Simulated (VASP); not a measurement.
A run of VASP 6.6.1 is set up as follows.

The input INCAR:

```
PREC     = Accurate       # precision mode
ENCUT    = 600            # plane-wave cutoff, eV
EDIFF    = 1E-6           # SCF threshold, eV
ISMEAR   = 0              # smearing method
SIGMA    = 0.1            # smearing width, eV
LREAL    = False          # projectors in reciprocal space
LASPH    = True           # aspherical terms in the spheres
NELM     = 100            # most SCF steps
ALGO     = Normal         # electronic algorithm
ISIF     = 3              # what is computed and relaxed
LWAVE    = False          # write WAVECAR
LCHARG   = False          # write CHGCAR
GGA      = PE             # functional
IBRION   = 2              # ionic algorithm
NSW      = 100            # ionic steps
EDIFFG   = -0.005         # ionic threshold
```

Contents of KPOINTS:

```
Automatic mesh
0
Gamma
  12 12 18
```

POSCAR

```
Be
1.0
    3.7468140000      0.0000000000      0.0000000000
    0.0000000000      3.7468140000      0.0000000000
    0.0000000000      0.0000000000      2.2812800000
Be
4
Direct
    0.2974080000      0.2974080000      0.0000000000
    0.7025920000      0.7025920000      0.0000000000
    0.2025920000      0.7974080000      0.5000000000
    0.7974080000      0.2025920000      0.5000000000
```

Potentials or basis: VASP PAW PBE potentials, release 64 (Be).

Launch:

```console
$ cat potpaw_PBE.64/Be/POTCAR > POTCAR
$ mpirun -np 1 vasp_std > vasp.out
```

Question: Estimate the space group after relaxing (to 0.05 Å).

Answer: P4_2/mnm (No. 136).

Question: Predict the relaxed volume.

Answer: 8.03 Å³/atom.

Final structure:
```
CELL_PARAMETERS angstrom
3.76407 0.00000 0.00000
0.00000 3.76407 0.00000
0.00000 0.00000 2.26601
ATOMIC_POSITIONS crystal
Be 0.29854 0.29854 0.00000
Be 0.70146 0.70146 0.00000
Be 0.20146 0.79854 0.50000
Be 0.79854 0.20146 0.50000
```
